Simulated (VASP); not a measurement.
# Fe (P6_3/mmc) in VASP: a series of runs, part 2 of 2

VASP 6.6.1. The steps go on from the part before.

## (4) Single point, PBEsol (10.27 Å³/atom)

This run uses another cell than the first one, of 10.27 Å³/atom.

The input, INCAR:

```
SYSTEM = Fe
ALGO = Normal
EDIFF = 1E-7
ENCUT = 520
GGA = PS
ISIF = 2
ISMEAR = -1
LASPH = .TRUE.
LCHARG = .FALSE.
LREAL = .FALSE.
LWAVE = .FALSE.
NBANDS = 24
NELM = 80
PREC = Accurate
SIGMA = 0.1
```

The input, KPOINTS:

```
k-points
0
G
  20 20 6
  0 0 0
```

The input, POSCAR:

```
Fe
1.0
    2.4513221796      0.0000000000      0.0000000000
   -1.2256610898      2.1229072804      0.0000000000
    0.0000000000      0.0000000000      7.8907797093
Fe
4
Direct
    0.0000000000      1.0000000000      0.0000000000
    0.0000000000      1.0000000000      0.5000000000
    0.3333333333      0.6666666667      0.2500000000
    0.6666666667      0.3333333333      0.7500000000
```

Potentials or basis: VASP PAW PBE potentials, release 64 (Fe).

Started as:

```
$ cat potpaw_PBE.64/Fe/POTCAR > POTCAR
$ mpirun -np 1 vasp_std > vasp.out
```

OUTCAR:

```text
SYSTEM = Fe
   EDIFF = 1E-7
   ENCUT = 520
   GGA = PS
   ISIF = 2
   ISMEAR = -1
   LASPH = .TRUE.
   LREAL = .FALSE.
   NELM = 80
   PREC = Accurate

 ion  position               nearest neighbor table
   1  0.000  0.000  0.000-   3 2.43   4 2.43   4 2.43   3 2.43   4 2.43   3 2.43
   2  0.000  0.000  0.500-   3 2.43   4 2.43   4 2.43   3 2.43   4 2.43   3 2.43
   3  0.333  0.667  0.250-   1 2.43   2 2.43   1 2.43   2 2.43   1 2.43   2 2.43
   4  0.667  0.333  0.750-   1 2.43   2 2.43   1 2.43   2 2.43   1 2.43   2 2.43

  LATTYP: Found a hexagonal cell.
 ALAT       =     2.4513221796
 C/A-ratio  =     3.2189892357

  Lattice vectors:

 A1 = (   2.4513221796,   0.0000000000,   0.0000000000)
 A2 = (  -1.2256610898,   2.1229072804,   0.0000000000)
 A3 = (   0.0000000000,   0.0000000000,   7.8907797093)

Analysis of symmetry for initial positions (statically):
=====================================================================
 Subroutine PRICEL returns:
 Original cell was already a primitive cell.

 Routine SETGRP: Setting up the symmetry group for a
 hexagonal supercell.

 Subroutine GETGRP returns: Found 24 space group operations
 (whereof 12 operations were pure point group operations)
 out of a pool of 24 trial point group operations.

The static configuration has the point symmetry D_3d.
 The point group associated with its full space group is D_6h.

Analysis of symmetry for dynamics (positions and initial velocities):
=====================================================================
 Subroutine PRICEL returns:
 Original cell was already a primitive cell.

 Routine SETGRP: Setting up the symmetry group for a
 hexagonal supercell.

 Subroutine GETGRP returns: Found 24 space group operations
 (whereof 12 operations were pure point group operations)
 out of a pool of 24 trial point group operations.

The dynamic configuration has the point symmetry D_3d.
[... 114 lines left out ...]
   PSTRESS=    0.0 pullay stress
   NELECT =      32.0000    total number of electrons
   NUPDOWN=      -1.0000    fix difference up-down
   EMIN   =  10.00;   EMAX   =-10.00  energy-range for DOS
   EFERMI =   0.00;   METHOD = LEGACY
   ISMEAR =    -1;   SIGMA  =   0.10  broadening in eV -4-tet -1-fermi 0-gaus
   EFERMI_NEDOS =   21; number of points for ismear=-14 and -15
   IALGO  =     38    algorithm
   IMIX   =      4    mixing-type and parameters
     AMIX     =   0.40;   BMIX     =  1.00
     AMIX_MAG =   1.60;   BMIX_MAG =  1.00
  volume/ion in A,a.u.               =      10.27        69.28
  Fermi-wavevector in a.u.,A,eV,Ry     =   1.506518  2.846907 30.879742  2.269597
  Thomas-Fermi vector in A             =   2.617225
   LORBIT       =      0    0 simple, 1 ext, 2 COOP (PROOUT), +10 PAW based schemes
   GGA     = PS    functional components
   LHFCALC =     F    Hartree Fock is set to
   AEXX    =    0.0000 exact exchange contribution
   IVDW    =     0    specifies the selected vdW correction
   LEPSILON=     F    determine dielectric tensor
   LRPA    =     F    only Hartree local field effects (RPA)
 non-spin polarized calculation
  energy-cutoff  :      520.00
  volume of cell :       41.06
 maximum number of plane-waves:      1130
   NGX =  9   NGY =  9   NGZ = 29

 number of electron      32.0000033 magnetization

 Free energy of the ion-electron system (eV)
  ---------------------------------------------------
  ext. energy  EPLUGINS =         0.00000000
  ---------------------------------------------------
  free energy    TOTEN  =       -35.54903289 eV

  energy without entropy =      -35.32375021  energy(sigma->0) =      -35.43639155

 E-fermi :   6.6453     XC(G=0): -13.9088

 val. band max:        6.6435667746   @ k =   0.0500   0.0500   0.1667
 cond. band min:       6.6458375951   @ k =   0.2500   0.2500   0.0000
 fundamental gap:      0.0022708206
 Fermi energy:         6.6453393045

 k-point     1 :       0.0000    0.0000    0.0000
  band No.  band energies     occupation
      1      -2.2565      2.00000
      2       0.1167      2.00000
      3       0.1243      2.00000
      4       1.7564      2.00000
      5       4.5192      2.00000
      6       4.5216      2.00000
[... 637 lines left out ...]
     23       8.3153      0.00000
     24      13.8716      0.00000

 [... further k-points ...]
[... 5 lines left out ...]
  --------------------------------------------------------------------------------------
  -------------------------------------------------------------------------------------
  Total       -2.9812954     -2.9812954     -3.0507592     -0.0000000     -0.0000000     -0.0000000
  in kB     -116.3226400   -116.3226400   -119.0329426     -0.0000000     -0.0000000     -0.0000000
  external PRESSURE =    -117.2260742 kB  Pullay stress =       0.0000000 kB

 VOLUME and BASIS-vectors are now :
 -----------------------------------------------------------------------------
  energy-cutoff  :      520.00
  volume of cell :       41.06
      direct lattice vectors                 reciprocal lattice vectors
     2.451322180  0.000000000  0.000000000     0.407943113  0.235526066  0.000000000
    -1.225661090  2.122907280  0.000000000     0.000000000  0.471052132  0.000000000
     0.000000000  0.000000000  7.890779709     0.000000000  0.000000000  0.126730189

 POSITION                                       TOTAL-FORCE (eV/Angst)
 -----------------------------------------------------------------------------------
      0.00000      0.00000      0.00000         0.000000      0.000000     -0.000000
      0.00000      0.00000      3.94539         0.000000      0.000000     -0.000000
     -0.00000      1.41527      1.97269        -0.000000      0.000000      0.000000
      1.22566      0.70764      5.91808         0.000000      0.000000      0.000000
 -----------------------------------------------------------------------------------
    total drift:                                0.000000     -0.000000      0.000000

  FREE ENERGIE OF THE ION-ELECTRON SYSTEM (eV)
  ---------------------------------------------------
  free  energy   TOTEN  =       -35.5490328908 eV

  energy  without entropy=      -35.3237502080  energy(sigma->0) =      -35.43639155
```

OSZICAR:

```text
N       E                     dE             d eps       ncg     rms          rms(c)
DAV:   1     0.223935256150E+03    0.22394E+03   -0.13985E+04  8688   0.178E+03
DAV:   2    -0.294138186112E+02   -0.25335E+03   -0.23694E+03  8576   0.349E+02
DAV:   3    -0.423309169146E+02   -0.12917E+02   -0.11468E+02  9320   0.112E+02
DAV:   4    -0.426620954118E+02   -0.33118E+00   -0.32083E+00  8832   0.183E+01
DAV:   5    -0.426653610600E+02   -0.32656E-02   -0.32643E-02  9088   0.161E+00    0.259E+01
DAV:   6    -0.360636346001E+02    0.66017E+01   -0.48694E+01  8528   0.101E+02    0.417E+00
DAV:   7    -0.357476221588E+02    0.31601E+00   -0.34381E+00  9088   0.294E+01    0.567E+00
DAV:   8    -0.357227031432E+02    0.24919E-01   -0.12229E+00  9456   0.221E+01    0.495E+00
DAV:   9    -0.355750369552E+02    0.14767E+00   -0.24643E-01 10064   0.946E+00    0.788E-01
DAV:  10    -0.355518996111E+02    0.23137E-01   -0.23156E-02  9992   0.167E+00    0.189E-01
DAV:  11    -0.355490338376E+02    0.28658E-02   -0.28192E-03  8520   0.796E-01    0.514E-02
DAV:  12    -0.355490354222E+02   -0.15846E-05   -0.14739E-04  9040   0.166E-01    0.153E-02
DAV:  13    -0.355490337900E+02    0.16322E-05   -0.43922E-06  9056   0.280E-02    0.701E-03
DAV:  14    -0.355490328107E+02    0.97926E-06   -0.35338E-07  5872   0.102E-02    0.166E-03
DAV:  15    -0.355490329155E+02   -0.10474E-06   -0.11381E-07  4424   0.429E-03    0.525E-04
DAV:  16    -0.355490328908E+02    0.24721E-07   -0.26232E-08  4344   0.197E-03
   1 F= -.35549033E+02 E0= -.35436392E+02  d E =-.225283E+00
```

Run time: 2.5 min. Hardware: 1 thread of Intel Xeon Platinum 8375C at 2.90GHz (Ice Lake), shared host; peak memory 0.25 GiB.

Results:

| Property | Result |
| --- | --- |
| Free energy | -35.5490 eV |
| Pressure | -11.7 GPa |
| Band gap on the k mesh | zero (bands 16 and 17 overlap by 1.68 eV) |

Stress tensor (GPa, compression positive):
```
-11.63   0.00   0.00
  0.00 -11.63   0.00
  0.00   0.00 -11.90
```

Levels at points of the mesh, in eV from the Fermi level:
```
           k point  band 12  band 13  band 14  band 15  band 16  band 17  band 18  band 19  band 20  band 21
(0.00, 0.00, 0.00)    -1.39    -1.39    -1.31    -1.31    -0.46    -0.46    -0.02    -0.02     0.30     0.35
(0.50, 0.00, 0.00)    -0.58    -0.54     0.83     0.91     0.92     0.99     1.00     1.10     1.14     1.17
(0.00, 0.00, 0.50)    -1.51    -1.51    -1.51    -1.21    -1.21    -0.22    -0.22    -0.22    -0.22     0.65
(0.50, 0.00, 0.50)    -1.02    -0.41    -0.41     0.51     0.51     0.93     0.93     1.09     1.09     2.52
```

Caveat: the cell stands under tension; the PAW data sets were made with another functional, which shifts forces and pressure a little; the run has no spin polarisation, though such a crystal can be magnetic. Spin polarisation is off, so any magnetic state and its effect on volume and gap are missing.

## (5) The runs side by side

| cell | gap on the mesh (eV) | pressure (GPa) |
| --- | --- | --- |
| a = 2.387, b = 2.387, c = 7.683 Å, angles 90.0, 90.0, 120.0°, 4 atoms | none | 13.7 |
| a = 2.419, b = 2.419, c = 7.788 Å, angles 90.0, 90.0, 120.0°, 4 atoms | none | -0.4 |
| a = 2.451, b = 2.451, c = 7.891 Å, angles 90.0, 90.0, 120.0°, 4 atoms | none | -11.7 |

Alike in all rows: task single point; level PBEsol; potentials or basis VASP PAW PBE potentials, release 64 (Fe); no spin polarisation; k mesh 20 × 20 × 6; cutoff (eV) 520; smearing fermi-dirac 0.1 eV.

Caveats: the PAW data sets were made with another functional, which shifts forces and pressure a little; the run has no spin polarisation, though such a crystal can be magnetic; the cell stands under pressure (at least some runs); the cell stands under tension (at least some runs).

Absolute energies hang on the potentials; compare differences alone.
